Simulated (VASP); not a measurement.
AlN, 4 atoms in the cell. It takes space group P6_3mc (No. 186, hexagonal). Conventional cell: a = 3.113 Å, b = 3.113 Å, c = 4.981 Å, α = 90.00°, β = 90.00°, γ = 120.00°. Al (site symmetry 3m) has 4 N at 1.89 Å within 2.5 Å. Within 2.5 Å of N (site symmetry 3m) lie 4 Al at 1.89 Å. 

| Quantity | Value |
| --- | --- |
| Program | VASP 6.6.1 |
| Task | single point |
| Functional | r2SCAN |
| Dispersion | D3(BJ) |
| Potentials or basis | VASP PAW PBE potentials, release 64 (Al, N) |
| Cutoff | 770 eV |
| k mesh | 4 × 4 × 2, shifted |
| Occupations | methfessel-paxton, width 0.02 eV |
| Spin | no spin polarisation |
| Dipole correction | no |
| Further INCAR settings | ALGO = Normal; EDIFF = 1e-06; NBANDS = 16; ISYM = -1 |

Potentials or basis: VASP PAW PBE potentials, release 64 (Al, N).

Run with:

```console
$ cat potpaw_PBE.64/Al/POTCAR potpaw_PBE.64/N/POTCAR > POTCAR
$ cp INCAR.step1 INCAR
$ mpirun -np 1 vasp_std > vasp.out
$ cp INCAR.step2 INCAR
$ mpirun -np 1 vasp_std > vasp.out
```

Hardware: 1 thread of Intel(R) Xeon(R) Platinum 8259CL CPU @ 2.50GHz (Skylake/Cascade Lake) (shared host).

Q: Estimate the wall time of this run.

A: Wall time 78 s on 1 thread of Intel(R) Xeon(R) Platinum 8259CL CPU @ 2.50GHz (Skylake/Cascade Lake), with other jobs on the host, peak memory 0.21 GiB. Counts: k points 16.
